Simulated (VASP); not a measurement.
# Ge (P6_3/mmc) in VASP: further runs

Aim: see how the results for Ge move with the level of theory and the settings. Levels: LDA, PBEsol. Tasks: single point.

Program: VASP 6.6.1. These are calculated values, not measurements. Logs are shortened: lines on timing, memory, paths and dates and some standing lists are left out, and cuts for length are marked.

### Step 1. The cell of the first run

The structure is hexagonal, space group P6_3/mmc (No. 194). The conventional cell has a = 3.968 Å, b = 3.968 Å, c = 6.505 Å, α = 90.00°, β = 90.00°, γ = 120.00°. Ge (site symmetry 3m) has 4 Ge at 2.43 to 2.44 Å within 3.2 Å.

This isn't the form of Ge at room conditions, which is diamond.

### Step 2. Single point, LDA

Contents of INCAR:

```
SYSTEM = Ge
ALGO = Normal
EDIFF = 1E-6
ENCUT = 520
ISIF = 2
ISMEAR = -1
LASPH = .TRUE.
LCHARG = .FALSE.
LREAL = .FALSE.
LWAVE = .FALSE.
NBANDS = 36
NELM = 100
PREC = Accurate
SIGMA = 0.02
```

Contents of KPOINTS:

```
k-points
0
G
  6 6 4
  0 0 0
```

Contents of POSCAR:

```
Ge
1.0
    3.9682899591      0.0000000000      0.0000000000
   -1.9841449795      3.4366399141      0.0000000000
    0.0000000000      0.0000000000      6.5047885861
Ge
4
Direct
    0.3333333333      0.6666666667     -0.0000996847
    0.6666666667      0.3333333333      0.4999003153
    0.3333333333      0.6666666667      0.3750996847
    0.6666666667      0.3333333333      0.8750996847
```

Potentials or basis: VASP PAW LDA potentials, release 64 (Ge_d).

Launch:

```sh
$ cat potpaw_LDA.64/Ge_d/POTCAR > POTCAR
$ mpirun -np 1 vasp_std > vasp.out
```

OUTCAR:

```text
SYSTEM = Ge
   EDIFF = 1E-6
   ENCUT = 520
   ISIF = 2
   ISMEAR = -1
   LASPH = .TRUE.
   LREAL = .FALSE.
   NELM = 100
   PREC = Accurate

 ion  position               nearest neighbor table
   1  0.333  0.667  1.000-   4 2.43   4 2.43   4 2.43   3 2.44
   2  0.667  0.333  0.500-   3 2.43   3 2.43   3 2.43   4 2.44
   3  0.333  0.667  0.375-   2 2.43   2 2.43   2 2.43   1 2.44
   4  0.667  0.333  0.875-   1 2.43   1 2.43   1 2.43   2 2.44

  LATTYP: Found a hexagonal cell.
 ALAT       =     3.9682899591
 C/A-ratio  =     1.6391918567

  Lattice vectors:

 A1 = (   3.9682899591,   0.0000000000,   0.0000000000)
 A2 = (  -1.9841449795,   3.4366399141,   0.0000000000)
 A3 = (   0.0000000000,   0.0000000000,   6.5047885861)

Analysis of symmetry for initial positions (statically):
=====================================================================
 Subroutine PRICEL returns:
 Original cell was already a primitive cell.

 Routine SETGRP: Setting up the symmetry group for a
 hexagonal supercell.

 Subroutine GETGRP returns: Found 24 space group operations
 (whereof  6 operations were pure point group operations)
 out of a pool of 24 trial point group operations.

The static configuration has the point symmetry C_3v.
 The point group associated with its full space group is D_6h.

Analysis of symmetry for dynamics (positions and initial velocities):
=====================================================================
 Subroutine PRICEL returns:
 Original cell was already a primitive cell.

 Routine SETGRP: Setting up the symmetry group for a
 hexagonal supercell.

 Subroutine GETGRP returns: Found 24 space group operations
 (whereof  6 operations were pure point group operations)
 out of a pool of 24 trial point group operations.

The dynamic configuration has the point symmetry C_3v.
 The point group associated with its full space group is D_6h.

 Subroutine INISYM returns: Found 24 space group operations
 (whereof  6 operations are pure point group operations),
 and found     1 'primitive' translations

----------------------------------------------------------------------------------------

                                     Primitive cell

  volume of cell :      88.7096

  direct lattice vectors                    reciprocal lattice vectors
     3.968289959  0.000000000  0.000000000     0.251997714  0.145490948  0.000000000
    -1.984144979  3.436639914  0.000000000     0.000000000  0.290981897  0.000000000
     0.000000000  0.000000000  6.504788586     0.000000000  0.000000000  0.153732898
[... 84 lines left out ...]
   EDIFF  = 0.1E-05   stopping-criterion for ELM
   LREAL  =      F    real-space projection
   EDIFFG = 0.1E-04   stopping-criterion for IOM
   NSW    =      0    number of steps for IOM
   IBRION =     -1    ionic relax: 0-MD 1-quasi-New 2-CG
   NFREE  =      0    steps in history (QN), initial steepest desc. (CG)
   ISIF   =      2    stress and relaxation
   ISYM   =      2    0-nonsym 1-usesym 2-fastsym
   POTIM  = 0.5000    time-step for ionic-motion
   TEBEG  =    0.0;   TEEND  =   0.0 temperature during run
   PSTRESS=    0.0 pullay stress
   NELECT =      56.0000    total number of electrons
   NUPDOWN=      -1.0000    fix difference up-down
   EMIN   =  10.00;   EMAX   =-10.00  energy-range for DOS
   EFERMI =   0.00;   METHOD = LEGACY
   ISMEAR =    -1;   SIGMA  =   0.02  broadening in eV -4-tet -1-fermi 0-gaus
   EFERMI_NEDOS =   21; number of points for ismear=-14 and -15
   IALGO  =     38    algorithm
   IMIX   =      4    mixing-type and parameters
     AMIX     =   0.40;   BMIX     =  1.00
     AMIX_MAG =   1.60;   BMIX_MAG =  1.00
  volume/ion in A,a.u.               =      22.18       149.66
  Fermi-wavevector in a.u.,A,eV,Ry     =   1.404367  2.653869 26.834047  1.972247
  Thomas-Fermi vector in A             =   2.526936
   LORBIT       =      0    0 simple, 1 ext, 2 COOP (PROOUT), +10 PAW based schemes
   GGA     = CA    functional components
   LHFCALC =     F    Hartree Fock is set to
   AEXX    =    0.0000 exact exchange contribution
   IVDW    =     0    specifies the selected vdW correction
   LEPSILON=     F    determine dielectric tensor
   LRPA    =     F    only Hartree local field effects (RPA)
 non-spin polarized calculation
  energy-cutoff  :      520.00
  volume of cell :       88.71
 maximum number of plane-waves:      2424
 NGX is ok and might be reduce to    30
   NGX = 15   NGY = 15   NGZ = 25

 number of electron      56.0000001 magnetization

 Free energy of the ion-electron system (eV)
  ---------------------------------------------------
  ext. energy  EPLUGINS =         0.00000000
  ---------------------------------------------------
  free energy    TOTEN  =       -20.67677234 eV

  energy without entropy =      -20.67634907  energy(sigma->0) =      -20.67656070

 E-fermi :   4.9922     XC(G=0): -10.3804

 val. band max:        4.8550055687   @ k =   0.0000   0.0000   0.0000
 cond. band min:       4.9930059871   @ k =   0.0000   0.0000   0.2500
 fundamental gap:      0.1380004184
 Fermi energy:         4.9921732155

 k-point     1 :       0.0000    0.0000    0.0000
  band No.  band energies     occupation
      1     -20.0814      2.00000
      2     -20.0814      2.00000
      3     -20.0461      2.00000
      4     -20.0400      2.00000
      5     -20.0400      2.00000
      6     -20.0282      2.00000
[... 808 lines left out ...]
     35      11.6417      0.00000
     36      11.6417      0.00000

------------------------ aborting loop because EDIFF is reached ----------------------------------------

  FORCE on cell =-STRESS in cart. coord.  units (eV):
  Direction    XX          YY          ZZ          XY          YZ          ZX
  --------------------------------------------------------------------------------------
  -------------------------------------------------------------------------------------
  Total        0.1030514      0.1030514      0.1193201      0.0000000     -0.0000000      0.0000000
  in kB        1.8612038      1.8612038      2.1550321      0.0000000     -0.0000000      0.0000000
  external PRESSURE =       1.9591466 kB  Pullay stress =       0.0000000 kB

 VOLUME and BASIS-vectors are now :
 -----------------------------------------------------------------------------
  energy-cutoff  :      520.00
  volume of cell :       88.71
      direct lattice vectors                 reciprocal lattice vectors
     3.968289959  0.000000000  0.000000000     0.251997714  0.145490948  0.000000000
    -1.984144979  3.436639914  0.000000000     0.000000000  0.290981897  0.000000000
     0.000000000  0.000000000  6.504788586     0.000000000  0.000000000  0.153732898

 POSITION                                       TOTAL-FORCE (eV/Angst)
 -----------------------------------------------------------------------------------
     -0.00000      2.29109      6.50414        -0.000000      0.000000      0.003327
      1.98414      1.14555      3.25175         0.000000     -0.000000      0.003327
     -0.00000      2.29109      2.43994        -0.000000      0.000000     -0.003327
      1.98414      1.14555      5.69234         0.000000      0.000000     -0.003327
 -----------------------------------------------------------------------------------
    total drift:                               -0.000000      0.000000      0.000000

  FREE ENERGIE OF THE ION-ELECTRON SYSTEM (eV)
  ---------------------------------------------------
  free  energy   TOTEN  =       -20.6767723443 eV

  energy  without entropy=      -20.6763490651  energy(sigma->0) =      -20.67656070
```

OSZICAR:

```text
N       E                     dE             d eps       ncg     rms          rms(c)
DAV:   1     0.508672173426E+03    0.50867E+03   -0.28182E+04  1768   0.426E+03
DAV:   2     0.664781617100E+02   -0.44219E+03   -0.42934E+03  1512   0.817E+02
DAV:   3    -0.163513285859E+02   -0.82829E+02   -0.81786E+02  1636   0.208E+02
DAV:   4    -0.209595940504E+02   -0.46083E+01   -0.45918E+01  1772   0.571E+01
DAV:   5    -0.210493861564E+02   -0.89792E-01   -0.89771E-01  1684   0.893E+00    0.481E+00
DAV:   6    -0.208002923588E+02    0.24909E+00   -0.11025E-01  1644   0.216E+00    0.274E+00
DAV:   7    -0.206750174057E+02    0.12527E+00   -0.18088E-01  1612   0.231E+00    0.193E-01
DAV:   8    -0.206766255371E+02   -0.16081E-02   -0.13359E-02  1676   0.926E-01    0.939E-02
DAV:   9    -0.206767819653E+02   -0.15643E-03   -0.26462E-04  1772   0.103E-01    0.220E-02
DAV:  10    -0.206767722158E+02    0.97495E-05   -0.24270E-05  2016   0.680E-02    0.123E-02
DAV:  11    -0.206767723443E+02   -0.12852E-06   -0.22079E-06  1248   0.145E-02
   1 F= -.20676772E+02 E0= -.20676561E+02  d E =-.423279E-03
```

stdout:

```text
POSCAR found type information on POSCAR Ge
 POSCAR found :  1 types and       4 ions
 scaLAPACK will be used
 LDA part: xc-table for (Slater(with rela. corr.)+CA(PZ))
 , standard interpolation
 POSCAR, INCAR and KPOINTS ok, starting setup
 FFT: planning ... GRIDC
 FFT: planning ... GRID_SOFT
 FFT: planning ... GRID
 WAVECAR not read
 entering main loop
```

It took 21 s on 1 thread of Intel Xeon 6975P-C (Granite Rapids), shared host; peak memory 0.18 GiB.

What came out:

| Property | Result |
| --- | --- |
| Free energy | -20.6768 eV |
| Pressure | 0.2 GPa |
| Largest force | 0.003 eV/Å |
| Band gap on the k mesh | zero (bands 28 and 29 overlap by 0.10 eV) |

Forces in eV/Å, atoms in the order of the input:
```
Ge   0.000  0.000  0.003
Ge   0.000  0.000  0.003
Ge   0.000  0.000 -0.003
Ge   0.000  0.000 -0.003
```

Caveat: semilocal functionals underestimate gaps, and a narrow one can read as zero.

### Step 3. Single point, PBEsol

This run uses another cell than the first one, of 22.85 Å³/atom.

Contents of INCAR:

```
SYSTEM = Ge
PREC = Accurate ; ENCUT = 520
EDIFF = 1E-6 ; ISMEAR = -1
SIGMA = 0.02 ; LREAL = .False.
LASPH = .True. ; NELM = 100
ALGO = Normal ; ISIF = 2
LWAVE = .False. ; LCHARG = .False.
GGA = PS ; NBANDS = 36
```

Contents of KPOINTS:

```
Automatic mesh
0
Gamma
  6 6 4
  0 0 0
```

Contents of POSCAR:

```
Ge
1.0
    4.0054387470      0.0000000000      0.0000000000
   -2.0027193735      3.4688117083      0.0000000000
    0.0000000000      0.0000000000      6.5786004312
Ge
4
Direct
    0.3333333333      0.6666666667      0.0001062762
    0.6666666667      0.3333333333      0.5001062762
    0.3333333333      0.6666666667      0.3748937238
    0.6666666667      0.3333333333      0.8748937238
```

Potentials or basis: VASP PAW PBE potentials, release 64 (Ge_d).

Launch:

```sh
$ cat potpaw_PBE.64/Ge_d/POTCAR > POTCAR
$ mpirun -np 1 vasp_std > vasp.out
```

Run time: 28 s. Hardware: 1 thread of Intel Xeon 6975P-C (Granite Rapids), shared host; peak memory 0.21 GiB.

Results (log left out):

* Free energy: -19.6440 eV
* Pressure: -0.1 GPa
* Band gap on the k mesh: 0.04 eV (least direct gap 0.14 eV)

Levels at points of the mesh, in eV from the valence-band top:
| k point | band 25 | band 26 | band 27 | band 28 | band 29 | band 30 | band 31 | band 32 |
| --- | --- | --- | --- | --- | --- | --- | --- | --- |
| (0.00, 0.00, 0.00) | -1.48 | -0.17 | -0.10 | 0.00 | 0.14 | 0.14 | 2.25 | 2.25 |
| (0.50, 0.00, 0.00) | -4.57 | -3.06 | -2.80 | -1.41 | 0.47 | 1.65 | 3.55 | 3.71 |
| (0.00, 0.00, 0.50) | -0.85 | -0.85 | -0.85 | -0.85 | 0.62 | 0.62 | 3.36 | 3.36 |
| (0.50, 0.00, 0.50) | -2.50 | -2.50 | -2.40 | -2.40 | 0.51 | 0.51 | 2.09 | 2.09 |

Caveat: the PAW data sets were made with another functional, which shifts forces and pressure a little.

The gap in the log of VASP goes by the Fermi energy; the results here count the filled bands.